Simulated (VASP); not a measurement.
Wanted: the native input for a VASP 6.6.1 run.

```
Task                   : single point
Functional             : PBE
Potentials or basis    : VASP PAW PBE potentials, release 64 (Ca_sv, I)
Cutoff                 : 520 eV
k mesh                 : 8 × 8 × 6
Occupations            : gaussian, width 0.1 eV
Spin                   : no spin polarisation
Dipole correction      : no
Further INCAR settings : ALGO = Normal; EDIFF = 1e-06; NBANDS = 27
```

The structure of CaI4 lies in POSCAR:

```
CaI4
1.0
    5.0912021081      0.0000000000      0.0000000000
    0.0000000000      5.0912021081      0.0000000000
    0.0000000000      0.0000000000      9.1805957336
Ca I
1 4
Direct
    0.0000000000      0.0000000000      0.0000000000
    0.5000000000      0.0000000000      0.2255735833
    0.0000000000      0.5000000000      0.7744264167
    0.5000000000      0.0000000000      0.7744264167
    0.0000000000      0.5000000000      0.2255735833
```

This cell differs from its parent crystal: atoms taken out.

One way to write it, as run:

INCAR

```
  PREC = Accurate
  ENCUT = 520
  EDIFF = 1E-6
  ISMEAR = 0
  SIGMA = 0.1
  LREAL = F
  LASPH = T
  NELM = 100
  ALGO = Normal
  ISIF = 2
  LWAVE = F
  LCHARG = T
  GGA = PE
  LELF = T
  LVHAR = T
  NBANDS = 27
```

KPOINTS

```
regular mesh
0
Gamma
  8 8 6
```

Potentials or basis: VASP PAW PBE potentials, release 64 (Ca_sv, I).

Run with:

```sh
$ cat potpaw_PBE.64/Ca_sv/POTCAR potpaw_PBE.64/I/POTCAR > POTCAR
$ mpirun -np 1 vasp_std > vasp.out
```

Results of the run:

- Pressure: 0.0 GPa
- Largest force: 0.006 eV/Å
- Band gap on the k mesh: zero (bands 19 and 20 overlap by 2.02 eV)

Caveat: the cell differs from its parent crystal (atoms taken out); spin-orbit coupling is left out, which moves the levels of the heavy elements.

Wall time 2.9 min on 1 thread of Intel(R) Xeon(R) 6975P-C (Granite Rapids) (shared host), peak memory 0.54 GiB.
